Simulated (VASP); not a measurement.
# Al (P6_3/mmc) in VASP: a series of runs

Al is run at these levels: BLYP; tasks: single point.

Program: VASP 6.6.1. These are calculated values, not measurements. Logs are shortened: lines on timing, memory, paths and dates and some standing lists are left out, and cuts for length are marked.

### 1 The cell of the first run

The structure is hexagonal, space group P6_3/mmc (No. 194). The conventional cell has a = 2.920 Å, b = 2.920 Å, c = 9.861 Å, α = 90.00°, β = 90.00°, γ = 120.00°. Al (site symmetry -3m) has 12 Al at 2.92 to 2.99 Å within 3.8 Å. Within 3.8 Å of Al (site symmetry -6m2) lie 12 Al at 2.92 to 2.99 Å.

This isn't the form of Al at room conditions, which is fcc.

### 2 Single point, BLYP (18.21 Å³/atom)

Input file INCAR:

```
SYSTEM = Al
AGGAC = 1.0 ; AGGAX = 1.0
ALDAC = 0.0 ; ALDAX = 1.0
ALGO = Normal ; EDIFF = 1E-6
ENCUT = 520 ; GGA = B5
ISIF = 2 ; ISMEAR = -1
LASPH = .True. ; LCHARG = .False.
LREAL = .False. ; LWAVE = .False.
NBANDS = 14 ; NELM = 60
PREC = Accurate ; SIGMA = 0.1
```

Input file KPOINTS:

```
k-points
0
Gamma
  14 14 4
  0 0 0
```

Input file POSCAR:

```
Al
1.0
    2.9204601879      0.0000000000      0.0000000000
   -1.4602300939      2.5291927135      0.0000000000
    0.0000000000      0.0000000000      9.8611897190
Al
4
Direct
    0.0000000000      1.0000000000      1.0000000000
    0.0000000000      1.0000000000      0.5000000000
    0.3333333333      0.6666666667      0.2500000000
    0.6666666667      0.3333333333      0.7500000000
```

Potentials or basis: VASP PAW PBE potentials, release 64 (Al).

The run is started by

```sh
> cat potpaw_PBE.64/Al/POTCAR > POTCAR
> mpirun -np 1 vasp_std > vasp.out
```

OUTCAR:

```text
SYSTEM = Al
   EDIFF = 1E-6
   ENCUT = 520
   GGA = B5
   ISIF = 2
   ISMEAR = -1
   LASPH = .True.
   LREAL = .False.
   NELM = 60
   PREC = Accurate

 ion  position               nearest neighbor table
   1  0.000  0.000  0.000-   3 2.99   4 2.99   4 2.99   3 2.99   4 2.99   3 2.99
   2  0.000  0.000  0.500-   3 2.99   4 2.99   4 2.99   3 2.99   4 2.99   3 2.99
   3  0.333  0.667  0.250-   1 2.99   2 2.99   1 2.99   2 2.99   1 2.99   2 2.99
   4  0.667  0.333  0.750-   1 2.99   2 2.99   1 2.99   2 2.99   1 2.99   2 2.99

  LATTYP: Found a hexagonal cell.
 ALAT       =     2.9204601879
 C/A-ratio  =     3.3765876213

  Lattice vectors:

 A1 = (   2.9204601879,   0.0000000000,   0.0000000000)
 A2 = (  -1.4602300939,   2.5291927135,   0.0000000000)
 A3 = (   0.0000000000,   0.0000000000,   9.8611897190)

Analysis of symmetry for initial positions (statically):
=====================================================================
 Subroutine PRICEL returns:
 Original cell was already a primitive cell.

 Routine SETGRP: Setting up the symmetry group for a
 hexagonal supercell.

 Subroutine GETGRP returns: Found 24 space group operations
 (whereof 12 operations were pure point group operations)
 out of a pool of 24 trial point group operations.

The static configuration has the point symmetry D_3d.
 The point group associated with its full space group is D_6h.

Analysis of symmetry for dynamics (positions and initial velocities):
=====================================================================
 Subroutine PRICEL returns:
 Original cell was already a primitive cell.

 Routine SETGRP: Setting up the symmetry group for a
 hexagonal supercell.

 Subroutine GETGRP returns: Found 24 space group operations
 (whereof 12 operations were pure point group operations)
 out of a pool of 24 trial point group operations.

The dynamic configuration has the point symmetry D_3d.
 The point group associated with its full space group is D_6h.

 Subroutine INISYM returns: Found 24 space group operations
 (whereof 12 operations are pure point group operations),
 and found     1 'primitive' translations

----------------------------------------------------------------------------------------

                                     Primitive cell

  volume of cell :      72.8388

  direct lattice vectors                    reciprocal lattice vectors
     2.920460188  0.000000000  0.000000000     0.342411790  0.197691539  0.000000000
    -1.460230094  2.529192714  0.000000000     0.000000000  0.395383078  0.000000000
     0.000000000  0.000000000  9.861189719     0.000000000  0.000000000  0.101407642

  length of vectors
     2.920460188  2.920460188  9.861189719     0.395383078  0.395383078  0.101407642

  position of ions in fractional coordinates (direct lattice)
     0.000000000  0.000000000  0.000000000
     0.000000000  0.000000000  0.500000000
     0.333333333  0.666666667  0.250000000
     0.666666667  0.333333333  0.750000000

  ion indices of the primitive-cell ions
   primitive index   ion index
                 1           1
                 2           2
                 3           3
                 4           4

----------------------------------------------------------------------------------------

 KPOINTS: k-points

Automatic generation of k-mesh.
 Grid dimensions read from file:
 generate k-points for:   14   14    4

 Generating k-lattice:

  Cartesian coordinates                     Fractional coordinates (reciprocal lattice)
     0.024457985  0.014120824  0.000000000     0.071428571  0.000000000  0.000000000
     0.000000000  0.028241648  0.000000000     0.000000000  0.071428571  0.000000000
     0.000000000  0.000000000  0.025351911     0.000000000  0.000000000  0.250000000

  Length of vectors
     0.028241648  0.028241648  0.025351911

  Shift w.r.t. Gamma in fractional coordinates (k-lattice)
     0.000000000  0.000000000  0.000000000

 Subroutine IBZKPT returns following result:
 ===========================================

 Found     72 irreducible k-points:

 Following reciprocal coordinates:
            Coordinates               Weight
  0.000000  0.000000  0.000000      1.000000
  0.071429  0.000000  0.000000      6.000000
  0.142857  0.000000  0.000000      6.000000
  0.214286  0.000000  0.000000      6.000000
  0.285714  0.000000  0.000000      6.000000
  0.357143  0.000000  0.000000      6.000000
[... 16 lines left out ...]
  0.285714  0.285714  0.000000      6.000000
  0.357143  0.285714  0.000000      6.000000
 [... further k-points ...]
   k-points           NKPTS =     72   k-points in BZ     NKDIM =     72   number of bands    NBANDS=     14
   number of dos      NEDOS =    301   number of ions     NIONS =      4
   total plane-waves  NPLWV =  46080
   dimension x,y,z NGX =    24 NGY =   24 NGZ =   80
   dimension x,y,z NGXF=    48 NGYF=   48 NGZF=  160
   ions per type =               4
   NGX,Y,Z   is equivalent  to a cutoff of  13.66, 13.66, 13.49 a.u.
   NGXF,Y,Z  is equivalent  to a cutoff of  27.32, 27.32, 26.97 a.u.
 SYSTEM =  Al
   PREC   = accura    normal or accurate (medium, high low for compatibility)
   ISTART =      0    job   : 0-new  1-cont  2-samecut
   ICHARG =      2    charge: 1-file 2-atom 10-const
   ISPIN  =      1    spin polarized calculation?
   LNONCOLLINEAR =      F non collinear calculations
   LSORBIT =      F    spin-orbit coupling
   LASPH  =      T    aspherical Exc in radial PAW
   ENCUT  =  520.0 eV  38.22 Ry    6.18 a.u.   5.43  5.43 18.34*2*pi/ulx,y,z
   NELM   =     60;   NELMIN=  2; NELMDL= -5     # of ELM steps
   EDIFF  = 0.1E-05   stopping-criterion for ELM
   LREAL  =      F    real-space projection
   EDIFFG = 0.1E-04   stopping-criterion for IOM
   NSW    =      0    number of steps for IOM
   IBRION =     -1    ionic relax: 0-MD 1-quasi-New 2-CG
   NFREE  =      0    steps in history (QN), initial steepest desc. (CG)
   ISIF   =      2    stress and relaxation
   ISYM   =      2    0-nonsym 1-usesym 2-fastsym
   POTIM  = 0.5000    time-step for ionic-motion
   TEBEG  =    0.0;   TEEND  =   0.0 temperature during run
   PSTRESS=    0.0 pullay stress
   NELECT =      12.0000    total number of electrons
   NUPDOWN=      -1.0000    fix difference up-down
   EMIN   =  10.00;   EMAX   =-10.00  energy-range for DOS
   EFERMI =   0.00;   METHOD = LEGACY
   ISMEAR =    -1;   SIGMA  =   0.10  broadening in eV -4-tet -1-fermi 0-gaus
   EFERMI_NEDOS =   21; number of points for ismear=-14 and -15
   IALGO  =     38    algorithm
   IMIX   =      4    mixing-type and parameters
     AMIX     =   0.40;   BMIX     =  1.00
     AMIX_MAG =   1.60;   BMIX_MAG =  1.00
  volume/ion in A,a.u.               =      18.21       122.89
  Fermi-wavevector in a.u.,A,eV,Ry     =   0.897459  1.695951 10.958566  0.805432
  Thomas-Fermi vector in A             =   2.020045
   LORBIT       =      0    0 simple, 1 ext, 2 COOP (PROOUT), +10 PAW based schemes
   GGA     = B5    functional components
   LHFCALC =     F    Hartree Fock is set to
   AEXX    =    0.0000 exact exchange contribution
   IVDW    =     0    specifies the selected vdW correction
   LEPSILON=     F    determine dielectric tensor
   LRPA    =     F    only Hartree local field effects (RPA)
 non-spin polarized calculation
  energy-cutoff  :      520.00
  volume of cell :       72.84
 maximum number of plane-waves:      2005
 NGX is ok and might be reduce to    24
   NGX = 11   NGY = 11   NGZ = 37

 number of electron      12.0000000 magnetization

 Free energy of the ion-electron system (eV)
  ---------------------------------------------------
  ext. energy  EPLUGINS =         0.00000000
  ---------------------------------------------------
  free energy    TOTEN  =       -10.77991040 eV

  energy without entropy =      -10.72110992  energy(sigma->0) =      -10.75051016

 E-fermi :   7.4943     XC(G=0):  -9.3065

 val. band max:        7.4700062981   @ k =   0.3571   0.2143   0.5000
 cond. band min:       7.5446930368   @ k =   0.4286   0.1429   0.2500
 fundamental gap:      0.0746867386
 Fermi energy:         7.4943305151

 k-point     1 :       0.0000    0.0000    0.0000
  band No.  band energies     occupation
      1      -2.9734      2.00000
      2      -1.4656      2.00000
      3      -1.4614      2.00000
      4       2.7512      2.00000
      5       3.2292      2.00000
      6      10.1276      0.00000
      7      10.1427      0.00000
      8      17.7077      0.00000
      9      17.7077      0.00000
     10      18.0142      0.00000
     11      18.0142      0.00000
     12      18.7440      0.00000
     13      18.9761      0.00000
     14      18.9810      0.00000

 k-point     2 :       0.0714    0.0000    0.0000
  band No.  band energies     occupation
      1      -2.8556      2.00000
      2      -1.3488      2.00000
      3      -1.3446      2.00000
      4       2.8678      2.00000
      5       3.3391      2.00000
      6      10.2284      0.00000
      7      10.2461      0.00000
      8      15.7476      0.00000
      9      16.5756      0.00000
     10      16.9713      0.00000
     11      17.0706      0.00000
     12      17.8304      0.00000
     13      17.8586      0.00000
     14      18.0205      0.00000
[... 343 lines left out ...]
      1       2.5773      2.00000
      2       4.0113      2.00000
      3       4.0305      2.00000
      4       5.6238      2.00000
      5       5.8068      2.00000
      6       6.9110      1.99416
      7       6.9791      1.98849
      8       7.3315      1.67179
      9       7.3646      1.57073
     10       8.4574      0.00013
     11       8.6316      0.00002
     12      11.1795      0.00000
     13      11.4512      0.00000
     14      11.5390      0.00000

 k-point    24 :       0.3571    0.2857    0.0000
  band No.  band energies     occupation
      1       3.9575      2.00000
      2       4.1257      2.00000
      3       5.1955      2.00000
      4       5.3557      2.00000
      5       5.5463      2.00000
      6       5.5951      2.00000
      7       5.8593      2.00000
      8       7.0607      1.97418
      9       7.1369      1.94548
     10       9.6216      0.00000
     11       9.6296      0.00000
     12       9.8842      0.00000
     13      10.3948      0.00000
     14      11.2848      0.00000

 [... further k-points ...]

------------------------ aborting loop because EDIFF is reached ----------------------------------------

  FORCE on cell =-STRESS in cart. coord.  units (eV):
  Direction    XX          YY          ZZ          XY          YZ          ZX
  --------------------------------------------------------------------------------------
  -------------------------------------------------------------------------------------
  Total       -0.9601630     -0.9601630     -0.5325815     -0.0000000      0.0000000      0.0000000
  in kB      -21.1199573    -21.1199573    -11.7147808     -0.0000000      0.0000000      0.0000000
  external PRESSURE =     -17.9848985 kB  Pullay stress =       0.0000000 kB

 VOLUME and BASIS-vectors are now :
 -----------------------------------------------------------------------------
  energy-cutoff  :      520.00
  volume of cell :       72.84
      direct lattice vectors                 reciprocal lattice vectors
     2.920460188  0.000000000  0.000000000     0.342411790  0.197691539  0.000000000
    -1.460230094  2.529192714  0.000000000     0.000000000  0.395383078  0.000000000
     0.000000000  0.000000000  9.861189719     0.000000000  0.000000000  0.101407642

 POSITION                                       TOTAL-FORCE (eV/Angst)
 -----------------------------------------------------------------------------------
      0.00000      0.00000      0.00000        -0.000000      0.000000      0.000000
      0.00000      0.00000      4.93059        -0.000000      0.000000      0.000000
     -0.00000      1.68613      2.46530        -0.000000     -0.000000      0.000000
      1.46023      0.84306      7.39589         0.000000      0.000000     -0.000000
 -----------------------------------------------------------------------------------
    total drift:                               -0.000000      0.000000      0.000000

  FREE ENERGIE OF THE ION-ELECTRON SYSTEM (eV)
  ---------------------------------------------------
  free  energy   TOTEN  =       -10.7799103966 eV

  energy  without entropy=      -10.7211099238  energy(sigma->0) =      -10.75051016
```

Run time: 1.8 min. Hardware: 1 thread of Intel Xeon 8259CL, shared host; peak memory 0.22 GiB.

Results:

```yaml
Free_energy: -10.7799 eV
Pressure: -1.8 GPa
Band_gap_on_the_k_mesh: zero (bands 6 and 7 overlap by 4.89 eV)
```

Stress tensor (GPa, compression positive):
```
-2.11  0.00  0.00
 0.00 -2.11  0.00
 0.00  0.00 -1.17
```

Caveat: the PAW data sets were made with another functional, which shifts forces and pressure a little.

(Continued in part 2 of 2.)
